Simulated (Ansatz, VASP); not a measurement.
**Ag2O in VASP and in Ansatz**

```
CELL_PARAMETERS angstrom
4.69305 0.00000 0.00000
0.00000 4.69305 0.00000
0.00000 0.00000 4.69305
ATOMIC_POSITIONS crystal
Ag 0.25000 0.25000 0.25000
Ag 0.25000 0.75000 0.75000
Ag 0.75000 0.75000 0.25000
Ag 0.75000 0.25000 0.75000
O 0.00000 0.00000 0.00000
O 0.50000 0.50000 0.50000
```

Alike in both runs: functional r2SCAN; k mesh 7 × 7 × 7; occupations fermi-dirac, width 0.1 eV; no spin polarisation.

Ansatz relaxed the structure, and its values are those at the end. VASP's run is a single point on that final structure, the one shown.

|  | VASP | Ansatz |
| --- | --- | --- |
| version | VASP 6.6.1 | Ansatz 0.2.0 |
| potentials or method | VASP PAW PBE potentials, release 64 (Ag, O), cutoff 660 eV | PAW plane waves |
| valence electrons in the cell | 56 | 88 |

VASP gave:

| Item | Value |
| --- | --- |
| pressure (GPa) | 3.5 |

Question: Estimate Ansatz's values.

Answer: Pressure (GPa): 3.8.

VASP's potentials were made for PBE, not for r2SCAN. VASP's potentials hold 56 valence electrons a cell and Ansatz's 88, so a difference there can come from the potentials and not from the codes. Ansatz's warnings: stress scf threshold loose.
